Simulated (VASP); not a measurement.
Crystal: ZnS (Wurtzite-2H).

```xyz
4
Lattice="3.8362 0.0000 0.0000 -1.9181 3.3223 0.0000 0.0000 0.0000 6.2753" Properties=species:S:1:pos:R:3 pbc="T T T"
Zn    1.9181    1.1074    3.1376
Zn    0.0000    2.2149    0.0000
S     1.9181    1.1074    5.5536
S     0.0000    2.2149    2.4160
```

Base run:

```yaml
Program: VASP 6.6.1
Functional: RPBE
Dispersion: D4
Potentials_or_basis: VASP PAW PBE potentials, release 64 (Zn, S)
Cutoff: 520 eV
k_mesh: 8 × 8 × 5
Occupations: fermi-dirac, width 0.05 eV
Spin: no spin polarisation
```

Its results: band gap on the k mesh 2.33 eV, direct; pressure -2.2 GPa; largest force 0.303 eV/Å.

Task: The run is repeated on the same cell with these changes: functional from RPBE to PBEsol; dispersion from D4 to none. What comes out?

Result: Band gap on the k mesh 2.02 eV, direct; pressure -2.5 GPa; largest force 0.286 eV/Å.

Several settings changed at once, so the effect can't be laid on one alone.

Caveats: the PAW data sets were made with another functional, which shifts forces and pressure a little.

